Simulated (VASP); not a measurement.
# BP in VASP: a series of runs

BP is run at these levels: LDA; tasks: single point.

Everything below comes from runs of VASP 6.6.1. Logs are shortened: lines on timing, memory, paths and dates and some standing lists are left out, and cuts for length are marked.

**1. The cell of the first run**

Symmetry: F-43m, No. 216, cubic system. The conventional cell has a = 4.901 Å, b = 4.901 Å, c = 4.901 Å, α = 90.00°, β = 90.00°, γ = 90.00°. Within 2.8 Å of B (site symmetry -43m) lie 4 P at 2.12 Å. P (site symmetry -43m) has 4 B at 2.12 Å within 2.8 Å.

**2. Single point, LDA**

Contents of INCAR:

```
PREC = Accurate ; ENCUT = 500
EDIFF = 1E-6 ; ISMEAR = -4
SIGMA = 0.05 ; LREAL = False
LASPH = True ; NELM = 120
ALGO = Normal ; ISIF = 2
LWAVE = False ; LCHARG = False
GGA = CA ; NBANDS = 11
GGA_COMPAT = False
```

Contents of KPOINTS:

```
Automatic mesh
0
Gamma
  10 10 10
```

Contents of POSCAR:

```
BP
1.0
    0.0000000000      2.4505200000      2.4505200000
    2.4505200000      0.0000000000      2.4505200000
    2.4505200000      2.4505200000      0.0000000000
B P
1 1
Direct
    0.0000000000      0.0000000000      0.0000000000
    0.7500000000      0.7500000000      0.7500000000
```

Potentials or basis: VASP PAW LDA potentials, release 64 (B, P).

Started as:

```console
$ cat potpaw_LDA.64/B/POTCAR potpaw_LDA.64/P/POTCAR > POTCAR
$ mpirun -np 1 vasp_std > vasp.out
```

OUTCAR:

```text
PREC = Accurate
   ENCUT = 500
   EDIFF = 1E-6
   ISMEAR = -4
   LREAL = False
   LASPH = True
   NELM = 120
   ISIF = 2
   GGA = CA

 ion  position               nearest neighbor table
   1  0.000  0.000  0.000-   2 2.12   2 2.12   2 2.12   2 2.12
   2  0.750  0.750  0.750-   1 2.12   1 2.12   1 2.12   1 2.12

  LATTYP: Found a face centered cubic cell.
 ALAT       =     4.9010400000

  Lattice vectors:

 A1 = (   0.0000000000,   2.4505200000,   2.4505200000)
 A2 = (   2.4505200000,   0.0000000000,   2.4505200000)
 A3 = (   2.4505200000,   2.4505200000,   0.0000000000)

Analysis of symmetry for initial positions (statically):
=====================================================================
 Subroutine PRICEL returns:
 Original cell was already a primitive cell.

 Routine SETGRP: Setting up the symmetry group for a
 face centered cubic supercell.

 Subroutine GETGRP returns: Found 24 space group operations
 (whereof 24 operations were pure point group operations)
 out of a pool of 48 trial point group operations.

The static configuration has the point symmetry T_d .

Analysis of symmetry for dynamics (positions and initial velocities):
=====================================================================
 Subroutine PRICEL returns:
 Original cell was already a primitive cell.

 Routine SETGRP: Setting up the symmetry group for a
 face centered cubic supercell.

 Subroutine GETGRP returns: Found 24 space group operations
 (whereof 24 operations were pure point group operations)
 out of a pool of 48 trial point group operations.

The dynamic configuration has the point symmetry T_d .

 Subroutine INISYM returns: Found 24 space group operations
 (whereof 24 operations are pure point group operations),
 and found     1 'primitive' translations

----------------------------------------------------------------------------------------

                                     Primitive cell

  volume of cell :      29.4310

  direct lattice vectors                    reciprocal lattice vectors
     0.000000000  2.450520000  2.450520000    -0.204038327  0.204038327  0.204038327
     2.450520000  0.000000000  2.450520000     0.204038327 -0.204038327  0.204038327
     2.450520000  2.450520000  0.000000000     0.204038327  0.204038327 -0.204038327

  length of vectors
     3.465558619  3.465558619  3.465558619     0.353404748  0.353404748  0.353404748

  position of ions in fractional coordinates (direct lattice)
     0.000000000  0.000000000  0.000000000
     0.750000000  0.750000000  0.750000000

  ion indices of the primitive-cell ions
   primitive index   ion index
                 1           1
                 2           2

----------------------------------------------------------------------------------------

 KPOINTS: Automatic mesh

Automatic generation of k-mesh.
 Grid dimensions read from file:
 generate k-points for:   10   10   10

 Generating k-lattice:

  Cartesian coordinates                     Fractional coordinates (reciprocal lattice)
    -0.020403833  0.020403833  0.020403833     0.100000000  0.000000000  0.000000000
     0.020403833 -0.020403833  0.020403833     0.000000000  0.100000000  0.000000000
     0.020403833  0.020403833 -0.020403833     0.000000000  0.000000000  0.100000000

  Length of vectors
     0.035340475  0.035340475  0.035340475

  Shift w.r.t. Gamma in fractional coordinates (k-lattice)
     0.000000000  0.000000000  0.000000000

 TETIRR: Found    148 inequivalent tetrahedra from     6000

 Subroutine IBZKPT returns following result:
 ===========================================

 Found     47 irreducible k-points:

 Following reciprocal coordinates:
            Coordinates               Weight
  0.000000  0.000000  0.000000      1.000000
  0.100000  0.000000  0.000000      8.000000
  0.200000  0.000000  0.000000      8.000000
  0.300000  0.000000  0.000000      8.000000
  0.400000  0.000000  0.000000      8.000000
  0.500000  0.000000  0.000000      4.000000
[... 16 lines left out ...]
  0.300000  0.300000  0.000000      6.000000
  0.400000  0.300000  0.000000     24.000000
 [... further k-points ...]
   k-points           NKPTS =     47   k-points in BZ     NKDIM =     47   number of bands    NBANDS=     11
   number of dos      NEDOS =    301   number of ions     NIONS =      2
   total plane-waves  NPLWV =  21952
   dimension x,y,z NGX =    28 NGY =   28 NGZ =   28
   dimension x,y,z NGXF=    56 NGYF=   56 NGZF=   56
   ions per type =               1   1
   NGX,Y,Z   is equivalent  to a cutoff of  13.43, 13.43, 13.43 a.u.
   NGXF,Y,Z  is equivalent  to a cutoff of  26.86, 26.86, 26.86 a.u.
 SYSTEM =  unknown system
   PREC   = accura    normal or accurate (medium, high low for compatibility)
   ISTART =      0    job   : 0-new  1-cont  2-samecut
   ICHARG =      2    charge: 1-file 2-atom 10-const
   ISPIN  =      1    spin polarized calculation?
   LNONCOLLINEAR =      F non collinear calculations
   LSORBIT =      F    spin-orbit coupling
   LASPH  =      T    aspherical Exc in radial PAW
   ENCUT  =  500.0 eV  36.75 Ry    6.06 a.u.   6.32  6.32  6.32*2*pi/ulx,y,z
   NELM   =    120;   NELMIN=  2; NELMDL= -5     # of ELM steps
   EDIFF  = 0.1E-05   stopping-criterion for ELM
   LREAL  =      F    real-space projection
   EDIFFG = 0.1E-04   stopping-criterion for IOM
   NSW    =      0    number of steps for IOM
   IBRION =     -1    ionic relax: 0-MD 1-quasi-New 2-CG
   NFREE  =      0    steps in history (QN), initial steepest desc. (CG)
   ISIF   =      2    stress and relaxation
   ISYM   =      2    0-nonsym 1-usesym 2-fastsym
   POTIM  = 0.5000    time-step for ionic-motion
   TEBEG  =    0.0;   TEEND  =   0.0 temperature during run
   PSTRESS=    0.0 pullay stress
   NELECT =       8.0000    total number of electrons
   NUPDOWN=      -1.0000    fix difference up-down
   EMIN   =  10.00;   EMAX   =-10.00  energy-range for DOS
   EFERMI =   0.00;   METHOD = LEGACY
   ISMEAR =    -4;   SIGMA  =   0.05  broadening in eV -4-tet -1-fermi 0-gaus
   EFERMI_NEDOS =   21; number of points for ismear=-14 and -15
   IALGO  =     38    algorithm
   IMIX   =      4    mixing-type and parameters
     AMIX     =   0.40;   BMIX     =  1.00
     AMIX_MAG =   1.60;   BMIX_MAG =  1.00
  volume/ion in A,a.u.               =      14.72        99.31
  Fermi-wavevector in a.u.,A,eV,Ry     =   1.060482  2.004020 15.301408  1.124622
  Thomas-Fermi vector in A             =   2.195864
   LORBIT       =      0    0 simple, 1 ext, 2 COOP (PROOUT), +10 PAW based schemes
   GGA     = CA    functional components
   LHFCALC =     F    Hartree Fock is set to
   AEXX    =    0.0000 exact exchange contribution
   IVDW    =     0    specifies the selected vdW correction
   LEPSILON=     F    determine dielectric tensor
   LRPA    =     F    only Hartree local field effects (RPA)
 non-spin polarized calculation
 Fermi weights with tetrahedron method witout Bloechl corrections
  energy-cutoff  :      500.00
  volume of cell :       29.43
 maximum number of plane-waves:       763
 NGX is ok and might be reduce to    28
   NGX = 13   NGY = 13   NGZ = 13

 number of electron       8.0000000 magnetization

 Free energy of the ion-electron system (eV)
  ---------------------------------------------------
  ext. energy  EPLUGINS =         0.00000000
  ---------------------------------------------------
  free energy    TOTEN  =       -13.67089377 eV

  energy without entropy =      -13.67089377  energy(sigma->0) =      -13.67089377

 E-fermi :   4.8849     XC(G=0): -10.1614

 val. band max:        4.8658261584   @ k =   0.0000   0.0000   0.0000
 cond. band min:       6.2886443354   @ k =   0.4000   0.4000   0.0000
 fundamental gap:      1.4228181771
 Fermi energy:         4.8848673575

 k-point     1 :       0.0000    0.0000    0.0000
  band No.  band energies     occupation
      1      -8.6384      2.00000
      2       4.8658      2.00000
      3       4.8658      2.00000
      4       4.8658      2.00000
      5       7.9658      0.00000
      6       7.9658      0.00000
      7       7.9658      0.00000
      8       9.0199      0.00000
      9      14.7000      0.00000
     10      16.4274      0.00000
     11      16.4274      0.00000

 k-point     2 :       0.1000    0.0000    0.0000
  band No.  band energies     occupation
      1      -8.4912      2.00000
      2       3.7000      2.00000
      3       4.6336      2.00000
      4       4.6336      2.00000
      5       8.0809      0.00000
      6       8.2882      0.00000
      7       8.2882      0.00000
      8       9.8282      0.00000
      9      15.1670      0.00000
     10      15.8354      0.00000
     11      15.8354      0.00000

 k-point     3 :       0.2000    0.0000    0.0000
  band No.  band energies     occupation
      1      -8.0583      2.00000
      2       1.6848      2.00000
      3       4.1771      2.00000
      4       4.1771      2.00000
      5       7.8681      0.00000
      6       8.9004      0.00000
      7       8.9004      0.00000
      8      11.4542      0.00000
      9      15.2914      0.00000
     10      15.2914      0.00000
     11      15.9818      0.00000

 k-point     4 :       0.3000    0.0000    0.0000
  band No.  band energies     occupation
      1      -7.3761      2.00000
      2      -0.2880      2.00000
      3       3.7659      2.00000
      4       3.7659      2.00000
      5       7.5991      0.00000
      6       9.2906      0.00000
      7       9.2906      0.00000
      8      12.9251      0.00000
      9      15.6399      0.00000
     10      15.6399      0.00000
     11      16.1398      0.00000

 k-point     5 :       0.4000    0.0000    0.0000
  band No.  band energies     occupation
      1      -6.5707      2.00000
      2      -1.9067      2.00000
      3       3.5004      2.00000
      4       3.5004      2.00000
      5       7.4117      0.00000
      6       9.3627      0.00000
      7       9.3627      0.00000
      8      13.7409      0.00000
      9      16.6423      0.00000
     10      16.8873      0.00000
     11      16.8873      0.00000
[... 211 lines left out ...]
 k-point    21 :      -0.3000    0.2000    0.0000
  band No.  band energies     occupation
      1      -6.3767      2.00000
      2      -1.1809      2.00000
      3       1.0469      2.00000
      4       3.3011      2.00000
      5       8.2883      0.00000
      6      10.3033      0.00000
      7      10.6114      0.00000
      8      12.4971      0.00000
      9      14.7896      0.00000
     10      15.9126      0.00000
     11      19.1184      0.00000

 k-point    22 :      -0.2000    0.2000    0.0000
  band No.  band energies     occupation
      1      -7.1411      2.00000
      2       0.1562      2.00000
      3       1.5381      2.00000
      4       3.8349      2.00000
      5       8.5954      0.00000
      6       9.5757      0.00000
      7      10.2561      0.00000
      8      11.6117      0.00000
      9      14.1516      0.00000
     10      16.7346      0.00000
     11      17.8928      0.00000

 k-point    23 :       0.3000    0.3000    0.0000
  band No.  band energies     occupation
      1      -6.9297      2.00000
      2       0.3190      2.00000
      3       2.2919      2.00000
      4       2.2919      2.00000
      5       6.4763      0.00000
      6       8.6017      0.00000
      7      12.3124      0.00000
      8      12.3124      0.00000
      9      15.1940      0.00000
     10      18.3328      0.00000
     11      18.5738      0.00000

 k-point    24 :       0.4000    0.3000    0.0000
  band No.  band energies     occupation
      1      -6.2873      2.00000
      2      -0.7436      2.00000
      3       1.6302      2.00000
      4       2.0460      2.00000
      5       6.7405      0.00000
      6       8.3448      0.00000
      7      12.7023      0.00000
      8      12.8827      0.00000
      9      16.2444      0.00000
     10      18.8158      0.00000
     11      18.9426      0.00000

 [... further k-points ...]
[... 5 lines left out ...]
  --------------------------------------------------------------------------------------
  -------------------------------------------------------------------------------------
  Total       -5.0952242     -5.0952242     -5.0952242      0.0000000     -0.0000000      0.0000000
  in kB     -277.3761604   -277.3761604   -277.3761604      0.0000000     -0.0000000      0.0000000
  external PRESSURE =    -277.3761604 kB  Pullay stress =       0.0000000 kB

 VOLUME and BASIS-vectors are now :
 -----------------------------------------------------------------------------
  energy-cutoff  :      500.00
  volume of cell :       29.43
      direct lattice vectors                 reciprocal lattice vectors
     0.000000000  2.450520000  2.450520000    -0.204038327  0.204038327  0.204038327
     2.450520000  0.000000000  2.450520000     0.204038327 -0.204038327  0.204038327
     2.450520000  2.450520000  0.000000000     0.204038327  0.204038327 -0.204038327

 POSITION                                       TOTAL-FORCE (eV/Angst)
 -----------------------------------------------------------------------------------
      0.00000      0.00000      0.00000        -0.000000     -0.000000     -0.000000
      3.67578      3.67578      3.67578         0.000000      0.000000      0.000000
 -----------------------------------------------------------------------------------
    total drift:                                0.000000      0.000000     -0.000000

  FREE ENERGIE OF THE ION-ELECTRON SYSTEM (eV)
  ---------------------------------------------------
  free  energy   TOTEN  =       -13.6708937656 eV

  energy  without entropy=      -13.6708937656  energy(sigma->0) =      -13.67089377
```

It took 8.2 s on 1 thread of AMD EPYC 9R45 (Zen 5), shared host; peak memory 0.11 GiB.

Results:

```
Free energy            : -13.6709 eV
Pressure               : -27.7 GPa
Band gap on the k mesh : 1.42 eV, indirect (least direct gap 3.10 eV)
```

Levels at points of the mesh, in eV from the valence-band top:
| k point | band 2 | band 3 | band 4 | band 5 | band 6 | band 7 |
| --- | --- | --- | --- | --- | --- | --- |
| (0.00, 0.00, 0.00) | 0.00 | 0.00 | 0.00 | 3.10 | 3.10 | 3.10 |
| (0.50, 0.00, 0.00) | -7.51 | -1.46 | -1.46 | 2.48 | 4.48 | 4.48 |
| (0.50, 0.50, 0.00) | -7.38 | -3.31 | -3.31 | 1.63 | 1.73 | 9.94 |

**3. Single point, LDA (strain -0.080 along x and y, -0.040 along z)**

Contents of INCAR:

```
SYSTEM = BP
PREC = Accurate
ENCUT = 500
EDIFF = 1E-6
ISMEAR = 0
SIGMA = 0.05
LREAL = .FALSE.
LASPH = .TRUE.
NELM = 120
ALGO = Normal
ISIF = 2
LWAVE = .FALSE.
LCHARG = .FALSE.
GGA = CA
NBANDS = 11
GGA_COMPAT = .FALSE.
```

Contents of KPOINTS:

```
regular mesh
0
G
  10 10 10
  0 0 0
```

Contents of POSCAR:

```
BP
1.0
    0.0000000000      2.0874800000      2.1782400000
    2.0874800000      0.0000000000      2.1782400000
    2.0874800000      2.0874800000      0.0000000000
B P
1 1
Direct
    0.0000000000      0.0000000000      0.0000000000
    0.7500000000      0.7500000000      0.7500000000
```

Potentials or basis: VASP PAW LDA potentials, release 64 (B, P).

Started as:

```console
$ cat potpaw_LDA.64/B/POTCAR potpaw_LDA.64/P/POTCAR > POTCAR
$ mpirun -np 1 vasp_std > vasp.out
```

Wall time 11 s (1 thread of AMD EPYC 9R45 (Zen 5), shared host); peak memory 0.1 GiB.

The run converged. Its results:

```yaml
Free_energy: -13.9533 eV
Pressure: 42.4 GPa
Band_gap_on_the_k_mesh: 0.57 eV, indirect (least direct gap 3.59 eV)
```

Stress tensor (GPa, compression positive):
```
47.07  0.00  0.00
 0.00 47.07  0.00
 0.00  0.00 33.16
```

Levels at points of the mesh, in eV from the valence-band top:
```csv
k point,band 2,band 3,band 4,band 5,band 6,band 7
"(0.00, 0.00, 0.00)",-0.48,0.00,0.00,3.59,3.59,3.80
"(0.50, 0.00, 0.00)",-10.73,-2.47,-1.79,4.05,4.97,5.31
"(0.50, 0.50, 0.00)",-10.04,-4.65,-4.65,1.07,1.75,13.93
"(0.50, 0.00, 0.50)",-9.58,-5.23,-5.13,0.57,1.03,13.11
```

Caveat: the cell differs from its parent crystal (strain -0.080 along x and y, -0.040 along z). A k mesh can miss the band edges.

[end of part 1 of 2]
